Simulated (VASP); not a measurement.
# Si (Fm-3m) in VASP: further runs, part 2 of 2

VASP 6.6.1. Earlier steps stand in the parts before.

## (3) Single point, PBE (volume scaled by 0.97)

The input, INCAR:

```
SYSTEM = Si
ALGO     = Normal         ! electronic algorithm
EDIFF    = 1E-7           ! SCF threshold, eV
ENCUT    = 520            ! plane-wave cutoff, eV
GGA      = PE             ! functional
ISIF     = 2              ! what is computed and relaxed
ISMEAR   = 0              ! smearing method
LASPH    = .TRUE.         ! aspherical terms in the spheres
LCHARG   = .FALSE.        ! write CHGCAR
LREAL    = .FALSE.        ! projectors in reciprocal space
LWAVE    = .FALSE.        ! write WAVECAR
NBANDS   = 8              ! bands
NELM     = 60             ! most SCF steps
PREC     = Accurate       ! precision mode
SIGMA    = 0.1            ! smearing width, eV
```

The input, KPOINTS:

```
k-points
0
G
  18 18 18
  0 0 0
```

The input, POSCAR:

```
Si
1.0
    0.0000000000      1.9176038614      1.9176038614
    1.9176038614      0.0000000000      1.9176038614
    1.9176038614      1.9176038614      0.0000000000
Si
1
Direct
    0.0000000000      0.0000000000      0.0000000000
```

Potentials or basis: VASP PAW PBE potentials, release 64 (Si).

On the command line:

```console
> cat potpaw_PBE.64/Si/POTCAR > POTCAR
> mpirun -np 1 vasp_std > vasp.out
```

OUTCAR:

```text
SYSTEM = Si
   EDIFF = 1E-7
   ENCUT = 520
   GGA = PE
   ISIF = 2
   ISMEAR = 0
   LASPH = .TRUE.
   LREAL = .FALSE.
   NELM = 60
   PREC = Accurate

 ion  position               nearest neighbor table
   1  0.000  0.000  0.000-

  LATTYP: Found a face centered cubic cell.
 ALAT       =     3.8352077228

  Lattice vectors:

 A1 = (   0.0000000000,   1.9176038614,   1.9176038614)
 A2 = (   1.9176038614,   0.0000000000,   1.9176038614)
 A3 = (   1.9176038614,   1.9176038614,   0.0000000000)

Analysis of symmetry for initial positions (statically):
=====================================================================
 Subroutine PRICEL returns:
 Original cell was already a primitive cell.

 Routine SETGRP: Setting up the symmetry group for a
 face centered cubic supercell.

 Subroutine GETGRP returns: Found 48 space group operations
 (whereof 48 operations were pure point group operations)
 out of a pool of 48 trial point group operations.

The static configuration has the point symmetry O_h .

Analysis of symmetry for dynamics (positions and initial velocities):
[... 158 lines left out ...]

 val. band max:       10.5754910531   @ k =  -0.3889   0.3333   0.1111
 cond. band min:      10.6277387004   @ k =  -0.3889   0.5000   0.1111
 fundamental gap:      0.0522476473
 Fermi energy:        10.5862954934

 k-point     1 :       0.0000    0.0000    0.0000
  band No.  band energies     occupation
      1      -4.1803      2.00000
      2      21.9703      0.00000
      3      21.9703      0.00000
      4      21.9703      0.00000
      5      22.5423      0.00000
      6      22.5423      0.00000
      7      22.5423      0.00000
      8      27.9361      0.00000
[... 243 lines left out ...]
 k-point    24 :      -0.2222    0.0556    0.0000
  band No.  band energies     occupation
      1      -2.3885      2.00000
      2      12.2859      0.00000
      3      17.9210      0.00000
      4      20.6319      0.00000
      5      23.4396      0.00000
      6      24.3813      0.00000
      7      24.7885      0.00000
      8      27.4508      0.00000

 [... further k-points ...]

------------------------ aborting loop because EDIFF is reached ----------------------------------------

  FORCE on cell =-STRESS in cart. coord.  units (eV):
  Direction    XX          YY          ZZ          XY          YZ          ZX
  --------------------------------------------------------------------------------------
  -------------------------------------------------------------------------------------
  Total        0.2447814      0.2447814      0.2447814      0.0000000      0.0000000     -0.0000000
  in kB       27.8088026     27.8088026     27.8088026      0.0000000      0.0000000     -0.0000000
  external PRESSURE =      27.8088026 kB  Pullay stress =       0.0000000 kB

 VOLUME and BASIS-vectors are now :
 -----------------------------------------------------------------------------
  energy-cutoff  :      520.00
  volume of cell :       14.10
      direct lattice vectors                 reciprocal lattice vectors
     0.000000000  1.917603861  1.917603861    -0.260742070  0.260742070  0.260742070
     1.917603861  0.000000000  1.917603861     0.260742070 -0.260742070  0.260742070
     1.917603861  1.917603861  0.000000000     0.260742070  0.260742070 -0.260742070

 POSITION                                       TOTAL-FORCE (eV/Angst)
 -----------------------------------------------------------------------------------
      0.00000      0.00000      0.00000         0.000000      0.000000      0.000000
 -----------------------------------------------------------------------------------
    total drift:                                0.000000     -0.000000     -0.000000

  FREE ENERGIE OF THE ION-ELECTRON SYSTEM (eV)
  ---------------------------------------------------
  free  energy   TOTEN  =        -4.8869175669 eV

  energy  without entropy=       -4.8849132239  energy(sigma->0) =       -4.88591540
```

stdout:

```text
POSCAR found type information on POSCAR Si
 POSCAR found :  1 types and       1 ions
 scaLAPACK will be used
 LDA part: xc-table for (Slater+PW92), standard interpolation
 POSCAR, INCAR and KPOINTS ok, starting setup
 FFT: planning ... GRIDC
 FFT: planning ... GRID_SOFT
 FFT: planning ... GRID
 WAVECAR not read
 entering main loop
```

It took 33 s on 1 thread of AMD EPYC 7R13, shared host; peak memory 0.1 GiB.

Results:

```
Free energy            : -4.8869 eV
Pressure               : 2.8 GPa
Band gap on the k mesh : zero (band 2 reaches 21.97 eV, above the bottom of band 3 at 7.60 eV)
```

Caveat: the cell differs from its parent crystal (volume scaled by 0.97).

## (4) Single point, PBE

This run uses another cell than the first one, of 14.54 Å³/atom, 1.064 times its volume.

The input, INCAR:

```
ALGO     = Normal         # electronic algorithm
EDIFF    = 1E-6           # SCF threshold, eV
ENCUT    = 520            # plane-wave cutoff, eV
GGA      = PE             # functional
ISIF     = 2              # what is computed and relaxed
ISMEAR   = 0              # smearing method
LASPH    = True           # aspherical terms in the spheres
LCHARG   = True           # write CHGCAR
LELF     = True           # ELF
LREAL    = False          # projectors in reciprocal space
LVHAR    = True         
LWAVE    = False          # write WAVECAR
NBANDS   = 8              # bands
NELM     = 80             # most SCF steps
PREC     = Accurate       # precision mode
SIGMA    = 0.1            # smearing width, eV
```

The input, KPOINTS:

```
k-points
0
Gamma
  18 18 18
```

The input, POSCAR:

```
Si
1.0
    0.0000000000      1.9371725993      1.9371725993
    1.9371725993      0.0000000000      1.9371725993
    1.9371725993      1.9371725993      0.0000000000
Si
1
Direct
    0.0000000000      0.0000000000      0.0000000000
```

On the command line:

```console
> cat potpaw_PBE.64/Si/POTCAR > POTCAR
> mpirun -np 1 vasp_std > vasp.out
```

It took 31 s on 1 thread of AMD EPYC 7R13, shared host; peak memory 0.1 GiB.

The run converged. Its results:

```yaml
Free_energy: -4.8906 eV
Pressure: 0.0 GPa
Band_gap_on_the_k_mesh: zero (band 2 reaches 21.19 eV, above the bottom of band 3 at 7.23 eV)
```

Levels at points of the mesh, in eV from the Fermi level:
```csv
k point,band 1,band 2,band 3,band 4,band 5,band 6,band 7
"(0.00, 0.00, 0.00)",-14.47,11.03,11.03,11.03,11.85,11.85,11.85
"(0.50, 0.00, 0.00)",-7.66,-6.98,8.46,8.46,10.78,10.78,13.18
"(0.50, 0.50, 0.00)",-5.39,-4.57,3.12,3.12,4.35,6.72,24.46
```

## (5) Single point, PBE (volume scaled by 1.03)

The input, INCAR:

```
PREC = Accurate
ENCUT = 520
EDIFF = 1E-6
ISMEAR = 0
SIGMA = 0.1
LREAL = F
LASPH = T
NELM = 80
ALGO = Normal
ISIF = 2
LWAVE = F
LCHARG = T
GGA = PE
LELF = T
LVHAR = T
NBANDS = 8
```

The input, KPOINTS:

```
regular mesh
0
Gamma
  18 18 18
```

The input, POSCAR:

```
Si
1.0
    0.0000000000      1.9563537734      1.9563537734
    1.9563537734      0.0000000000      1.9563537734
    1.9563537734      1.9563537734      0.0000000000
Si
1
Direct
    0.0000000000      0.0000000000      0.0000000000
```

Potentials or basis: VASP PAW PBE potentials, release 64 (Si).

On the command line:

```console
> cat potpaw_PBE.64/Si/POTCAR > POTCAR
> mpirun -np 1 vasp_std > vasp.out
```

OUTCAR:

```text
PREC = Accurate
   ENCUT = 520
   EDIFF = 1E-6
   ISMEAR = 0
   LREAL = F
   LASPH = T
   NELM = 80
   ISIF = 2
   GGA = PE

 ion  position               nearest neighbor table
   1  0.000  0.000  0.000-

  LATTYP: Found a face centered cubic cell.
 ALAT       =     3.9127075468

  Lattice vectors:

 A1 = (   0.0000000000,   1.9563537734,   1.9563537734)
 A2 = (   1.9563537734,   0.0000000000,   1.9563537734)
 A3 = (   1.9563537734,   1.9563537734,   0.0000000000)

Analysis of symmetry for initial positions (statically):
=====================================================================
 Subroutine PRICEL returns:
 Original cell was already a primitive cell.

 Routine SETGRP: Setting up the symmetry group for a
 face centered cubic supercell.

 Subroutine GETGRP returns: Found 48 space group operations
 (whereof 48 operations were pure point group operations)
 out of a pool of 48 trial point group operations.

The static configuration has the point symmetry O_h .

Analysis of symmetry for dynamics (positions and initial velocities):
[... 157 lines left out ...]

 E-fermi :   9.7634     XC(G=0): -11.0564

 val. band max:        9.7229301239   @ k =  -0.3889   0.3333   0.1111
 cond. band min:       9.7976340057   @ k =  -0.3333   0.2778   0.0556
 fundamental gap:      0.0747038817
 Fermi energy:         9.7634214169

 k-point     1 :       0.0000    0.0000    0.0000
  band No.  band energies     occupation
      1      -4.4168      2.00000
      2      20.4519      0.00000
      3      20.4519      0.00000
      4      20.4519      0.00000
      5      21.5188      0.00000
      6      21.5188      0.00000
      7      21.5188      0.00000
      8      26.7767      0.00000
[... 243 lines left out ...]
 k-point    24 :      -0.2222    0.0556    0.0000
  band No.  band energies     occupation
      1      -2.6973      2.00000
      2      11.4299      0.00000
      3      16.7808      0.00000
      4      19.2674      0.00000
      5      22.3297      0.00000
      6      23.0153      0.00000
      7      23.5231      0.00000
      8      26.1550      0.00000

 [... further k-points ...]

------------------------ aborting loop because EDIFF is reached ----------------------------------------

  FORCE on cell =-STRESS in cart. coord.  units (eV):
  Direction    XX          YY          ZZ          XY          YZ          ZX
  --------------------------------------------------------------------------------------
  -------------------------------------------------------------------------------------
  Total       -0.2267410     -0.2267410     -0.2267410      0.0000000      0.0000000     -0.0000000
  in kB      -24.2587477    -24.2587477    -24.2587477      0.0000000      0.0000000     -0.0000000
  external PRESSURE =     -24.2587477 kB  Pullay stress =       0.0000000 kB

 VOLUME and BASIS-vectors are now :
 -----------------------------------------------------------------------------
  energy-cutoff  :      520.00
  volume of cell :       14.98
      direct lattice vectors                 reciprocal lattice vectors
     0.000000000  1.956353773  1.956353773    -0.255577497  0.255577497  0.255577497
     1.956353773  0.000000000  1.956353773     0.255577497 -0.255577497  0.255577497
     1.956353773  1.956353773  0.000000000     0.255577497  0.255577497 -0.255577497

 POSITION                                       TOTAL-FORCE (eV/Angst)
 -----------------------------------------------------------------------------------
      0.00000      0.00000      0.00000         0.000000      0.000000     -0.000000
 -----------------------------------------------------------------------------------
    total drift:                                0.000000      0.000000     -0.000000

  FREE ENERGIE OF THE ION-ELECTRON SYSTEM (eV)
  ---------------------------------------------------
  free  energy   TOTEN  =        -4.8872838550 eV

  energy  without entropy=       -4.8854662312  energy(sigma->0) =       -4.88637504
```

stdout:

```text
POSCAR found type information on POSCAR Si
 POSCAR found :  1 types and       1 ions
 scaLAPACK will be used
 LDA part: xc-table for (Slater+PW92), standard interpolation
 POSCAR, INCAR and KPOINTS ok, starting setup
 FFT: planning ... GRIDC
 FFT: planning ... GRID_SOFT
 FFT: planning ... GRID
 WAVECAR not read
 entering main loop
```

Wall time 47 s (1 thread of AMD EPYC 7R13, shared host); peak memory 0.11 GiB.

What came out:

```
Free energy            : -4.8873 eV
Pressure               : -2.4 GPa
Band gap on the k mesh : zero (band 2 reaches 20.45 eV, above the bottom of band 3 at 6.88 eV)
```

Caveat: the cell differs from its parent crystal (volume scaled by 1.03).

## (6) Summary

```tsv
cell	gap on the mesh (eV)	pressure (GPa)
a = 2.684 Å, angles 60.0°, 1 atom	none	5.9
a = 2.712 Å, angles 60.0°, 1 atom	none	2.8
a = 2.740 Å, angles 60.0°, 1 atom	none	0.0
a = 2.767 Å, angles 60.0°, 1 atom	none	-2.4
```

Alike in all rows: task single point; level PBE; potentials or basis VASP PAW PBE potentials, release 64 (Si); no spin polarisation; k mesh 18 × 18 × 18; cutoff (eV) 520; smearing gaussian 0.1 eV.

Absolute energies hang on the potentials; compare differences alone.
